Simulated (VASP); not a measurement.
# ZnSe (P1) in VASP: single point with r2SCAN

Aim: the single point of ZnSe with r2SCAN.

Program: VASP 6.6.1. These are calculated values, not measurements. Logs are shortened: lines on timing, memory, paths and dates and some standing lists are left out, and cuts for length are marked.

## 1. The cell of the first run

The typed cell holds 2 atoms: a = 4.008 Å, b = 4.006 Å, c = 4.005 Å, α = 60.03°, β = 59.98°, γ = 59.96°.

## 2. Single point, r2SCAN

File POSCAR:

```
ZnSe
1.0
    0.0002923118      2.8334047311      2.8346857359
    2.8301055364      0.0005768101      2.8345432990
    2.8302506018      2.8335226245      0.0004242331
Zn Se
1 1
Direct
   -0.0000067901     -0.0000235526     -0.0000037855
    0.7500067901      0.7500235526      0.7500037855
```

File INCAR.step1:

```
SYSTEM = ZnSe
PREC     = Accurate       ! precision mode
ENCUT    = 550            ! plane-wave cutoff, eV
ISMEAR   = 0              ! smearing method
SIGMA    = 0.05           ! smearing width, eV
LREAL    = .False.        ! projectors in reciprocal space
LASPH    = .True.         ! aspherical terms in the spheres
NELM     = 120            ! most SCF steps
NBANDS   = 16             ! bands
GGA      = PE             ! functional
ALGO     = Normal         ! electronic algorithm
EDIFF    = 1E-5           ! SCF threshold, eV
LWAVE    = .True.         ! write WAVECAR
LCHARG   = .False.        ! write CHGCAR
GGA_COMPAT= .False.
```

File INCAR.step2:

```
SYSTEM = ZnSe
PREC     = Accurate       ! precision mode
ENCUT    = 550            ! plane-wave cutoff, eV
EDIFF    = 1E-6           ! SCF threshold, eV
ISMEAR   = 0              ! smearing method
SIGMA    = 0.05           ! smearing width, eV
LREAL    = .False.        ! projectors in reciprocal space
LASPH    = .True.         ! aspherical terms in the spheres
NELM     = 120            ! most SCF steps
ALGO     = Normal         ! electronic algorithm
ISIF     = 2              ! what is computed and relaxed
LWAVE    = .False.        ! write WAVECAR
LCHARG   = .False.        ! write CHGCAR
METAGGA  = R2SCAN         ! meta-GGA
LMIXTAU  = .True.       
NBANDS   = 16             ! bands
ISTART   = 1            
GGA_COMPAT= .False.
```

File KPOINTS:

```
regular mesh
0
Gamma
  8 8 8
  0 0 0
```

Potentials or basis: VASP PAW PBE potentials, release 64 (Zn, Se).

The run is started by

```bash
$ cat potpaw_PBE.64/Zn/POTCAR potpaw_PBE.64/Se/POTCAR > POTCAR
$ cp INCAR.step1 INCAR
$ mpirun -np 1 vasp_std > vasp.out
$ cp INCAR.step2 INCAR
$ mpirun -np 1 vasp_std > vasp.out
```

OUTCAR:

```text
SYSTEM = ZnSe
   PREC = Accurate
   ENCUT = 550
   EDIFF = 1E-6
   ISMEAR = 0
   LREAL = .False.
   LASPH = .True.
   NELM = 120
   ISIF = 2
   METAGGA = R2SCAN
   ISTART = 1

 ion  position               nearest neighbor table
   1  1.000  1.000  1.000-   2 2.45   2 2.45   2 2.45   2 2.45
   2  0.750  0.750  0.750-   1 2.45   1 2.45   1 2.45   1 2.45

  Warning from LATTYP: Got some problem with cell dimensions!
  Tried to take original basis but could not verify dimensions!
  LATTYP: Found a triclinic cell.
 ALAT       =     4.0048931462
 B/A-ratio  =     1.4148568723
 C/A-ratio  =     1.0000789627
 COS(alpha) =     0.0000132053
 COS(beta)  =     0.4992771403
 COS(gamma) =     0.7075697163

  Lattice vectors:

 A1 = (  -2.8302506018,  -2.8335226245,  -0.0004242331)
 A2 = (  -0.0004373772,  -5.6663505455,  -0.0005666700)
 A3 = (  -2.8299582900,  -0.0001178934,   2.8342615028)

Analysis of symmetry for initial positions (statically):
=====================================================================
 Subroutine PRICEL returns:
 Original cell was already a primitive cell.

 Routine SETGRP: Setting up the symmetry group for a
 triclinic supercell.

 Subroutine GETGRP returns: Found  1 space group operations
 (whereof  1 operations were pure point group operations)
 out of a pool of  2 trial point group operations.

The static configuration has the point symmetry C_1 .

Analysis of symmetry for dynamics (positions and initial velocities):
=====================================================================
 Subroutine PRICEL returns:
 Original cell was already a primitive cell.

 Routine SETGRP: Setting up the symmetry group for a
 triclinic supercell.

 Subroutine GETGRP returns: Found  1 space group operations
 (whereof  1 operations were pure point group operations)
 out of a pool of  2 trial point group operations.

The dynamic configuration has the point symmetry C_1 .

 Subroutine INISYM returns: Found  1 space group operations
 (whereof  1 operations are pure point group operations),
 and found     1 'primitive' translations

----------------------------------------------------------------------------------------

                                     Primitive cell

  volume of cell :      45.4523

  direct lattice vectors                    reciprocal lattice vectors
     0.000292312  2.833404731  2.834685736    -0.176706895  0.176476433  0.176394331
     2.830105536  0.000576810  2.834543299     0.176689334 -0.176511714  0.176413728
     2.830250602  2.833522625  0.000424233     0.176663575  0.176484440 -0.176422904

  length of vectors
     4.007945319  4.005512875  4.004893146     0.305751890  0.305773298  0.305747964

  position of ions in fractional coordinates (direct lattice)
     0.999993210  0.999976447  0.999996215
     0.750006790  0.750023553  0.750003785

  ion indices of the primitive-cell ions
   primitive index   ion index
                 1           1
                 2           2

----------------------------------------------------------------------------------------

 KPOINTS: regular mesh

Automatic generation of k-mesh.
 Grid dimensions read from file:
 generate k-points for:    8    8    8

 Generating k-lattice:

  Cartesian coordinates                     Fractional coordinates (reciprocal lattice)
    -0.022088362  0.022059554  0.022049291     0.125000000  0.000000000  0.000000000
     0.022086167 -0.022063964  0.022051716     0.000000000  0.125000000  0.000000000
     0.022082947  0.022060555 -0.022052863    -0.000000000 -0.000000000  0.125000000

  Length of vectors
     0.038218986  0.038221662  0.038218495

  Shift w.r.t. Gamma in fractional coordinates (k-lattice)
     0.000000000  0.000000000  0.000000000

 Subroutine IBZKPT returns following result:
 ===========================================

 Found    260 irreducible k-points:

 Following reciprocal coordinates:
            Coordinates               Weight
  0.000000  0.000000  0.000000      1.000000
  0.125000  0.000000 -0.000000      2.000000
  0.250000  0.000000 -0.000000      2.000000
  0.375000  0.000000 -0.000000      2.000000
  0.500000  0.000000 -0.000000      1.000000
 -0.000000  0.125000  0.000000      2.000000
[... 16 lines left out ...]
  0.125000  0.375000  0.000000      2.000000
  0.250000  0.375000  0.000000      2.000000
 [... further k-points ...]
   k-points           NKPTS =    260   k-points in BZ     NKDIM =    260   number of bands    NBANDS=     16
   number of dos      NEDOS =    301   number of ions     NIONS =      2
   total plane-waves  NPLWV =  32768
   dimension x,y,z NGX =    32 NGY =   32 NGZ =   32
   dimension x,y,z NGXF=    64 NGYF=   64 NGZF=   64
   ions per type =               1   1
   NGX,Y,Z   is equivalent  to a cutoff of  13.27, 13.28, 13.28 a.u.
   NGXF,Y,Z  is equivalent  to a cutoff of  26.55, 26.56, 26.57 a.u.
 SYSTEM =  ZnSe
   PREC   = accura    normal or accurate (medium, high low for compatibility)
   ISTART =      1    job   : 0-new  1-cont  2-samecut
   ICHARG =      0    charge: 1-file 2-atom 10-const
   ISPIN  =      1    spin polarized calculation?
   LNONCOLLINEAR =      F non collinear calculations
   LSORBIT =      F    spin-orbit coupling
   LASPH  =      T    aspherical Exc in radial PAW
   ENCUT  =  550.0 eV  40.42 Ry    6.36 a.u.   7.66  7.66  7.66*2*pi/ulx,y,z
   NELM   =    120;   NELMIN=  2; NELMDL=  0     # of ELM steps
   EDIFF  = 0.1E-05   stopping-criterion for ELM
   LREAL  =      F    real-space projection
   EDIFFG = 0.1E-04   stopping-criterion for IOM
   NSW    =      0    number of steps for IOM
   IBRION =     -1    ionic relax: 0-MD 1-quasi-New 2-CG
   NFREE  =      0    steps in history (QN), initial steepest desc. (CG)
   ISIF   =      2    stress and relaxation
   ISYM   =      2    0-nonsym 1-usesym 2-fastsym
   POTIM  = 0.5000    time-step for ionic-motion
   TEBEG  =    0.0;   TEEND  =   0.0 temperature during run
   PSTRESS=    0.0 pullay stress
   NELECT =      18.0000    total number of electrons
   NUPDOWN=      -1.0000    fix difference up-down
   EMIN   =  10.00;   EMAX   =-10.00  energy-range for DOS
   EFERMI =   0.00;   METHOD = LEGACY
   ISMEAR =     0;   SIGMA  =   0.05  broadening in eV -4-tet -1-fermi 0-gaus
   EFERMI_NEDOS =   21; number of points for ismear=-14 and -15
   IALGO  =     38    algorithm
   IMIX   =      4    mixing-type and parameters
     AMIX     =   0.40;   BMIX     =  1.00
     AMIX_MAG =   1.60;   BMIX_MAG =  1.00
  volume/ion in A,a.u.               =      22.73       153.36
  Fermi-wavevector in a.u.,A,eV,Ry     =   1.202210  2.271847 19.664613  1.445308
  Thomas-Fermi vector in A             =   2.337997
   LORBIT       =      0    0 simple, 1 ext, 2 COOP (PROOUT), +10 PAW based schemes
   METAGGA = R2SCAN    functional components
   LHFCALC =     F    Hartree Fock is set to
   AEXX    =    0.0000 exact exchange contribution
   IVDW    =     0    specifies the selected vdW correction
   LEPSILON=     F    determine dielectric tensor
   LRPA    =     F    only Hartree local field effects (RPA)
 non-spin polarized calculation
 Gauss-broadening in eV      SIGMA  =   0.05
  energy-cutoff  :      550.00
  volume of cell :       45.45
 maximum number of plane-waves:      1363
   NGX = 15   NGY = 15   NGZ = 15

 number of electron      17.9999990 magnetization

 Free energy of the ion-electron system (eV)
  ---------------------------------------------------
  ext. energy  EPLUGINS =         0.00000000
  ---------------------------------------------------
  free energy    TOTEN  =       -24.90921429 eV

  energy without entropy =      -24.90921429  energy(sigma->0) =      -24.90921429

 E-fermi :   1.5380     XC(G=0):  -9.9265

 val. band max:        1.3130973887   @ k =   0.0000   0.0000   0.0000
 cond. band min:       3.1825143208   @ k =   0.0000   0.0000   0.0000
 fundamental gap:      1.8694169322
 Fermi energy:         1.5379606172

 k-point     1 :       0.0000    0.0000    0.0000
  band No.  band energies     occupation
      1     -12.4127      2.00000
      2      -5.3896      2.00000
      3      -5.3894      2.00000
      4      -5.3889      2.00000
      5      -4.9802      2.00000
      6      -4.9800      2.00000
[... 8 lines left out ...]
     15      13.3276      0.00000
     16      13.3528      0.00000

 k-point     2 :       0.1250    0.0000   -0.0000
  band No.  band energies     occupation
      1     -12.3083      2.00000
      2      -5.3801      2.00000
      3      -5.3727      2.00000
      4      -5.3723      2.00000
      5      -4.9815      2.00000
      6      -4.9814      2.00000
[... 8 lines left out ...]
     15      12.5546      0.00000
     16      12.7966      0.00000

 k-point     3 :       0.2500    0.0000   -0.0000
  band No.  band energies     occupation
      1     -12.0374      2.00000
      2      -5.3353      2.00000
      3      -5.3348      2.00000
      4      -5.3177      2.00000
      5      -4.9801      2.00000
      6      -4.9800      2.00000
[... 8 lines left out ...]
     15      12.3176      0.00000
     16      12.6361      0.00000

 k-point     4 :       0.3750    0.0000   -0.0000
  band No.  band energies     occupation
      1     -11.7334      2.00000
      2      -5.3043      2.00000
      3      -5.3036      2.00000
      4      -5.1101      2.00000
      5      -4.9702      2.00000
      6      -4.9698      2.00000
[... 8 lines left out ...]
     15      13.5003      0.00000
     16      13.5098      0.00000
[... 324 lines left out ...]
 k-point    22 :       0.0000    0.3750    0.0000
  band No.  band energies     occupation
      1     -11.7333      2.00000
      2      -5.3043      2.00000
      3      -5.3036      2.00000
      4      -5.1100      2.00000
      5      -4.9701      2.00000
      6      -4.9698      2.00000
[... 8 lines left out ...]
     15      13.5021      0.00000
     16      13.5080      0.00000

 k-point    23 :       0.1250    0.3750    0.0000
  band No.  band energies     occupation
      1     -11.7600      2.00000
      2      -5.3167      2.00000
      3      -5.2822      2.00000
      4      -5.1941      2.00000
      5      -4.9789      2.00000
      6      -4.9595      2.00000
[... 8 lines left out ...]
     15      13.7174      0.00000
     16      14.2623      0.00000

 k-point    24 :       0.2500    0.3750    0.0000
  band No.  band energies     occupation
      1     -11.6685      2.00000
      2      -5.3446      2.00000
      3      -5.2265      2.00000
      4      -5.2071      2.00000
      5      -4.9770      2.00000
      6      -4.9477      2.00000
[... 8 lines left out ...]
     15      14.9347      0.00000
     16      16.0917      0.00000

 [... further k-points ...]

------------------------ aborting loop because EDIFF is reached ----------------------------------------

  FORCE on cell =-STRESS in cart. coord.  units (eV):
  Direction    XX          YY          ZZ          XY          YZ          ZX
  --------------------------------------------------------------------------------------
  -------------------------------------------------------------------------------------
  Total        0.0352896      0.0228648      0.0179803     -0.0023524     -0.0021174     -0.0008729
  in kB        1.2439432      0.8059744      0.6337987     -0.0829214     -0.0746376     -0.0307699
  external PRESSURE =       0.8945721 kB  Pullay stress =       0.0000000 kB

 VOLUME and BASIS-vectors are now :
 -----------------------------------------------------------------------------
  energy-cutoff  :      550.00
  volume of cell :       45.45
      direct lattice vectors                 reciprocal lattice vectors
     0.000292312  2.833404731  2.834685736    -0.176706895  0.176476433  0.176394331
     2.830105536  0.000576810  2.834543299     0.176689334 -0.176511714  0.176413728
     2.830250602  2.833522625  0.000424233     0.176663575  0.176484440 -0.176422904

 POSITION                                       TOTAL-FORCE (eV/Angst)
 -----------------------------------------------------------------------------------
      5.66057      5.66747      5.66957        -0.000121     -0.000078     -0.000121
      4.24556      4.25066      4.25233         0.000121      0.000078      0.000121
 -----------------------------------------------------------------------------------
    total drift:                               -0.000007     -0.000004      0.000002

  FREE ENERGIE OF THE ION-ELECTRON SYSTEM (eV)
  ---------------------------------------------------
  free  energy   TOTEN  =       -24.9092142858 eV

  energy  without entropy=      -24.9092142858  energy(sigma->0) =      -24.90921429
```

Wall time 18 min (1 thread of Oxide Virtual Turin-like, shared host); peak memory 0.32 GiB.

Results:

```
Free energy            : -24.9092 eV
Pressure               : 0.1 GPa
Band gap on the k mesh : 1.87 eV
```

Caveat: the PAW data sets were made with another functional, which shifts forces and pressure a little.
